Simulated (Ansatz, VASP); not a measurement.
# MoS2: VASP beside Ansatz

```
CELL_PARAMETERS angstrom
3.14118 0.00000 0.00000
-1.57059 2.72035 0.00000
0.00000 0.00000 6.12471
ATOMIC_POSITIONS crystal
Mo 0.00000 0.00000 0.50000
S 0.33333 0.66667 0.25331
S 0.66667 0.33333 0.77118
```

Change from the starting cell: all S atoms moved +0.075 Å, as atom 2 along Cartesian [0 0 1].

Alike in both runs: task single point; functional PBEsol; k mesh 18 × 18 × 8; occupations gaussian, width 0.15 eV; no spin polarisation.

|  | VASP | Ansatz |
| --- | --- | --- |
| version | VASP 6.6.1 | Ansatz 0.2.0 |
| potentials or method | VASP PAW PBE potentials, release 64 (Mo_sv, S), cutoff 520 eV | scalar-relativistic, plane waves, PAW |
| valence electrons in the cell | 26 | 26 |

```tsv
	VASP	Ansatz	Ansatz less VASP
gap on the k mesh at the Fermi level (eV)	none	none	-
pressure (GPa)	0.5	0.5	-0.02
traceless stress, the component that is largest in VASP (GPa)	-0.06	-0.09	-0.024
rms of the force components (eV/Å)	0.686	0.684	-0.0017
```

VASP's potentials were made for PBE, not for PBEsol. Atom by atom the forces differ by 0.002 eV/Å (rms over components). A gap of «none» marks a metal or a gap that the smearing closes.
